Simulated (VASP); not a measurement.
# BN (P6_3mc) in VASP: settings compared

The runs below take BN through single point, with PBE, PBEsol, BLYP, RPBE, r2SCAN.

All numbers are computed with VASP 6.6.1; they aren't measurements. Logs are shortened: lines on timing, memory, paths and dates and some standing lists are left out, and cuts for length are marked.

**1. The cell of the first run**

It takes space group P6_3mc (No. 186, hexagonal). The conventional cell has a = 2.536 Å, b = 2.536 Å, c = 4.199 Å, α = 90.00°, β = 90.00°, γ = 120.00°. Within 2.1 Å of B (site symmetry 3m) lie 4 N at 1.56 to 1.57 Å. N (site symmetry 3m) has 4 B at 1.56 to 1.57 Å within 2.1 Å.

**2. Single point, PBE**

Input file INCAR:

```
PREC = Accurate
ENCUT = 520
EDIFF = 1E-7
ISMEAR = 0
SIGMA = 0.01
LREAL = F
LASPH = T
NELM = 80
ALGO = Normal
ISIF = 2
LWAVE = F
LCHARG = F
GGA = PE
NBANDS = 16
```

Input file KPOINTS:

```
Automatic mesh
0
Gamma
  8 8 5
```

Input file POSCAR:

```
BN
1.0
    2.5360000000      0.0000000000      0.0000000000
   -1.2680000000      2.1962400000      0.0000000000
    0.0000000000      0.0000000000      4.1990000000
B N
2 2
Direct
    0.6666666667      0.3333333333      0.0000000000
    0.3333333333      0.6666666667      0.5000000000
    0.6666666667      0.3333333333      0.3750000000
    0.3333333333      0.6666666667      0.8750000000
```

Potentials or basis: VASP PAW PBE potentials, release 64 (B, N).

Started as:

```
$ cat potpaw_PBE.64/B/POTCAR potpaw_PBE.64/N/POTCAR > POTCAR
$ mpirun -np 1 vasp_std > vasp.out
```

OUTCAR:

```text
PREC = Accurate
   ENCUT = 520
   EDIFF = 1E-7
   ISMEAR = 0
   LREAL = F
   LASPH = T
   NELM = 80
   ISIF = 2
   GGA = PE

 ion  position               nearest neighbor table
   1  0.667  0.333  0.000-   4 1.56   4 1.56   4 1.56   3 1.57
   2  0.333  0.667  0.500-   3 1.56   3 1.56   3 1.56   4 1.57
   3  0.667  0.333  0.375-   2 1.56   2 1.56   2 1.56   1 1.57
   4  0.333  0.667  0.875-   1 1.56   1 1.56   1 1.56   2 1.57

  LATTYP: Found a hexagonal cell.
 ALAT       =     2.5360000000
 C/A-ratio  =     1.6557570978

  Lattice vectors:

 A1 = (   2.5360000000,   0.0000000000,   0.0000000000)
 A2 = (  -1.2680000000,   2.1962400000,   0.0000000000)
 A3 = (   0.0000000000,   0.0000000000,   4.1990000000)

Analysis of symmetry for initial positions (statically):
=====================================================================
 Subroutine PRICEL returns:
 Original cell was already a primitive cell.

 Routine SETGRP: Setting up the symmetry group for a
 hexagonal supercell.

 Subroutine GETGRP returns: Found 12 space group operations
 (whereof  6 operations were pure point group operations)
 out of a pool of 24 trial point group operations.

The static configuration has the point symmetry C_3v.
 The point group associated with its full space group is C_6v.

Analysis of symmetry for dynamics (positions and initial velocities):
=====================================================================
 Subroutine PRICEL returns:
 Original cell was already a primitive cell.

 Routine SETGRP: Setting up the symmetry group for a
 hexagonal supercell.

 Subroutine GETGRP returns: Found 12 space group operations
 (whereof  6 operations were pure point group operations)
 out of a pool of 24 trial point group operations.

The dynamic configuration has the point symmetry C_3v.
 The point group associated with its full space group is C_6v.

 Subroutine INISYM returns: Found 12 space group operations
 (whereof  6 operations are pure point group operations),
 and found     1 'primitive' translations

----------------------------------------------------------------------------------------

                                     Primitive cell

  volume of cell :      23.3870

  direct lattice vectors                    reciprocal lattice vectors
     2.536000000  0.000000000  0.000000000     0.394321767  0.227661822  0.000000000
    -1.268000000  2.196240000  0.000000000     0.000000000  0.455323644  0.000000000
     0.000000000  0.000000000  4.199000000     0.000000000  0.000000000  0.238151941

  length of vectors
     2.536000000  2.535999633  4.199000000     0.455323578  0.455323644  0.238151941

  position of ions in fractional coordinates (direct lattice)
     0.666666667  0.333333333  0.000000000
     0.333333333  0.666666667  0.500000000
     0.666666667  0.333333333  0.375000000
     0.333333333  0.666666667  0.875000000

  ion indices of the primitive-cell ions
   primitive index   ion index
                 1           1
                 2           2
                 3           3
                 4           4

----------------------------------------------------------------------------------------

 KPOINTS: Automatic mesh

Automatic generation of k-mesh.
 Grid dimensions read from file:
 generate k-points for:    8    8    5

 Generating k-lattice:

  Cartesian coordinates                     Fractional coordinates (reciprocal lattice)
     0.049290221  0.028457728  0.000000000     0.125000000  0.000000000  0.000000000
     0.000000000  0.056915456  0.000000000     0.000000000  0.125000000  0.000000000
     0.000000000  0.000000000  0.047630388     0.000000000  0.000000000  0.200000000

  Length of vectors
     0.056915447  0.056915456  0.047630388

  Shift w.r.t. Gamma in fractional coordinates (k-lattice)
     0.000000000  0.000000000  0.000000000

 Subroutine IBZKPT returns following result:
 ===========================================

 Found     30 irreducible k-points:

 Following reciprocal coordinates:
            Coordinates               Weight
  0.000000  0.000000  0.000000      1.000000
  0.125000 -0.000000  0.000000      6.000000
  0.250000 -0.000000  0.000000      6.000000
  0.375000 -0.000000  0.000000      6.000000
  0.500000 -0.000000  0.000000      3.000000
  0.125000  0.125000  0.000000      6.000000
[... 16 lines left out ...]
  0.250000 -0.000000  0.400000     12.000000
  0.375000 -0.000000  0.400000     12.000000
 [... further k-points ...]
   k-points           NKPTS =     30   k-points in BZ     NKDIM =     30   number of bands    NBANDS=     16
   number of dos      NEDOS =    301   number of ions     NIONS =      4
   total plane-waves  NPLWV =  12800
   dimension x,y,z NGX =    20 NGY =   20 NGZ =   32
   dimension x,y,z NGXF=    40 NGYF=   40 NGZF=   64
   ions per type =               2   2
   NGX,Y,Z   is equivalent  to a cutoff of  13.11, 13.11, 12.67 a.u.
   NGXF,Y,Z  is equivalent  to a cutoff of  26.22, 26.22, 25.34 a.u.
 SYSTEM =  unknown system
   PREC   = accura    normal or accurate (medium, high low for compatibility)
   ISTART =      0    job   : 0-new  1-cont  2-samecut
   ICHARG =      2    charge: 1-file 2-atom 10-const
   ISPIN  =      1    spin polarized calculation?
   LNONCOLLINEAR =      F non collinear calculations
   LSORBIT =      F    spin-orbit coupling
   LASPH  =      T    aspherical Exc in radial PAW
   ENCUT  =  520.0 eV  38.22 Ry    6.18 a.u.   4.72  4.72  7.81*2*pi/ulx,y,z
   NELM   =     80;   NELMIN=  2; NELMDL= -5     # of ELM steps
   EDIFF  = 0.1E-06   stopping-criterion for ELM
   LREAL  =      F    real-space projection
   EDIFFG = 0.1E-05   stopping-criterion for IOM
   NSW    =      0    number of steps for IOM
   IBRION =     -1    ionic relax: 0-MD 1-quasi-New 2-CG
   NFREE  =      0    steps in history (QN), initial steepest desc. (CG)
   ISIF   =      2    stress and relaxation
   ISYM   =      2    0-nonsym 1-usesym 2-fastsym
   POTIM  = 0.5000    time-step for ionic-motion
   TEBEG  =    0.0;   TEEND  =   0.0 temperature during run
   PSTRESS=    0.0 pullay stress
   NELECT =      16.0000    total number of electrons
   NUPDOWN=      -1.0000    fix difference up-down
   EMIN   =  10.00;   EMAX   =-10.00  energy-range for DOS
   EFERMI =   0.00;   METHOD = LEGACY
   ISMEAR =     0;   SIGMA  =   0.01  broadening in eV -4-tet -1-fermi 0-gaus
   EFERMI_NEDOS =   21; number of points for ismear=-14 and -15
   IALGO  =     38    algorithm
   IMIX   =      4    mixing-type and parameters
     AMIX     =   0.40;   BMIX     =  1.00
     AMIX_MAG =   1.60;   BMIX_MAG =  1.00
  volume/ion in A,a.u.               =       5.85        39.46
  Fermi-wavevector in a.u.,A,eV,Ry     =   1.442524  2.725976 28.312048  2.080877
  Thomas-Fermi vector in A             =   2.561035
   LORBIT       =      0    0 simple, 1 ext, 2 COOP (PROOUT), +10 PAW based schemes
   GGA     = PE    functional components
   LHFCALC =     F    Hartree Fock is set to
   AEXX    =    0.0000 exact exchange contribution
   IVDW    =     0    specifies the selected vdW correction
   LEPSILON=     F    determine dielectric tensor
   LRPA    =     F    only Hartree local field effects (RPA)
 non-spin polarized calculation
 Gauss-broadening in eV      SIGMA  =   0.01
  energy-cutoff  :      520.00
  volume of cell :       23.39
 maximum number of plane-waves:       640
 NGX is ok and might be reduce to    20
   NGX =  9   NGY =  9   NGZ = 15

 number of electron      15.9999999 magnetization

 Free energy of the ion-electron system (eV)
  ---------------------------------------------------
  ext. energy  EPLUGINS =         0.00000000
  ---------------------------------------------------
  free energy    TOTEN  =       -34.81868769 eV

  energy without entropy =      -34.81868769  energy(sigma->0) =      -34.81868769

 E-fermi :   7.7232     XC(G=0): -12.8631

 val. band max:        7.6802528201   @ k =   0.0000   0.0000   0.0000
 cond. band min:      13.2019575531   @ k =   0.3750   0.2500   0.0000
 fundamental gap:      5.5217047329
 Fermi energy:         7.7232018133

 k-point     1 :       0.0000    0.0000    0.0000
  band No.  band energies     occupation
      1     -12.8379      2.00000
      2      -8.6438      2.00000
      3      -3.3268      2.00000
      4       5.5463      2.00000
      5       5.5463      2.00000
      6       7.4319      2.00000
[... 8 lines left out ...]
     15      19.6668      0.00000
     16      24.0234      0.00000

 k-point     2 :       0.1250   -0.0000    0.0000
  band No.  band energies     occupation
      1     -12.4957      2.00000
      2      -8.3833      2.00000
      3      -2.9879      2.00000
      4       4.0879      2.00000
      5       4.9512      2.00000
      6       6.4657      2.00000
[... 8 lines left out ...]
     15      20.6284      0.00000
     16      23.4879      0.00000

 k-point     3 :       0.2500   -0.0000    0.0000
  band No.  band energies     occupation
      1     -11.4961      2.00000
      2      -7.6983      2.00000
      3      -2.0043      2.00000
      4       1.1839      2.00000
      5       3.8364      2.00000
      6       3.8993      2.00000
[... 8 lines left out ...]
     15      22.7841      0.00000
     16      23.2352      0.00000

 k-point     4 :       0.3750   -0.0000    0.0000
  band No.  band energies     occupation
      1      -9.9671      2.00000
      2      -7.0948      2.00000
      3      -1.2732      2.00000
      4      -0.5177      2.00000
      5       1.3181      2.00000
      6       2.9674      2.00000
[... 8 lines left out ...]
     15      23.6495      0.00000
     16      24.8378      0.00000
[... 324 lines left out ...]
 k-point    22 :       0.1250   -0.0000    0.4000
  band No.  band energies     occupation
      1     -11.5557      2.00000
      2     -10.4489      2.00000
      3       0.6361      2.00000
      4       3.4087      2.00000
      5       4.8404      2.00000
      6       5.6399      2.00000
[... 8 lines left out ...]
     15      20.9164      0.00000
     16      22.1762      0.00000

 k-point    23 :       0.2500   -0.0000    0.4000
  band No.  band energies     occupation
      1     -10.5966      2.00000
      2      -9.5524      2.00000
      3       0.6007      2.00000
      4       1.9871      2.00000
      5       2.7320      2.00000
      6       4.4929      2.00000
[... 8 lines left out ...]
     15      22.2347      0.00000
     16      22.9639      0.00000

 k-point    24 :       0.3750   -0.0000    0.4000
  band No.  band energies     occupation
      1      -9.1862      2.00000
      2      -8.3351      2.00000
      3      -1.4465      2.00000
      4      -0.6011      2.00000
      5       2.9039      2.00000
      6       3.7685      2.00000
[... 8 lines left out ...]
     15      23.1621      0.00000
     16      24.4077      0.00000

 [... further k-points ...]
[... 5 lines left out ...]
  --------------------------------------------------------------------------------------
  -------------------------------------------------------------------------------------
  Total        1.2684375      1.2684370      1.0888374      0.0000000      0.0000000     -0.0000000
  in kB       86.8969921     86.8969585     74.5931045      0.0000000      0.0000000     -0.0000000
  external PRESSURE =      82.7956850 kB  Pullay stress =       0.0000000 kB

 VOLUME and BASIS-vectors are now :
 -----------------------------------------------------------------------------
  energy-cutoff  :      520.00
  volume of cell :       23.39
      direct lattice vectors                 reciprocal lattice vectors
     2.536000000  0.000000000  0.000000000     0.394321767  0.227661822  0.000000000
    -1.268000000  2.196240000  0.000000000     0.000000000  0.455323644  0.000000000
     0.000000000  0.000000000  4.199000000     0.000000000  0.000000000  0.238151941

 POSITION                                       TOTAL-FORCE (eV/Angst)
 -----------------------------------------------------------------------------------
      1.26800      0.73208      0.00000        -0.000000      0.000000      0.057523
     -0.00000      1.46416      2.09950         0.000000      0.000000      0.057523
      1.26800      0.73208      1.57462         0.000000      0.000000     -0.057523
     -0.00000      1.46416      3.67413        -0.000000     -0.000000     -0.057523
 -----------------------------------------------------------------------------------
    total drift:                               -0.000000     -0.000000     -0.000187

  FREE ENERGIE OF THE ION-ELECTRON SYSTEM (eV)
  ---------------------------------------------------
  free  energy   TOTEN  =       -34.8186876902 eV

  energy  without entropy=      -34.8186876902  energy(sigma->0) =      -34.81868769
```

It took 25 s on 1 thread of AMD EPYC 7R13, shared host; peak memory 0.1 GiB.

What came out:

```yaml
Free_energy: -34.8187 eV
Pressure: 8.3 GPa
Largest_force: 0.058 eV/Å
Band_gap_on_the_k_mesh: 5.52 eV, indirect (least direct gap 8.35 eV)
```

Forces in eV/Å, atoms in the order of the input:
```
B    0.000  0.000  0.058
B    0.000  0.000  0.058
N    0.000  0.000 -0.058
N    0.000  0.000 -0.058
```

(Continued in part 2 of 2.)
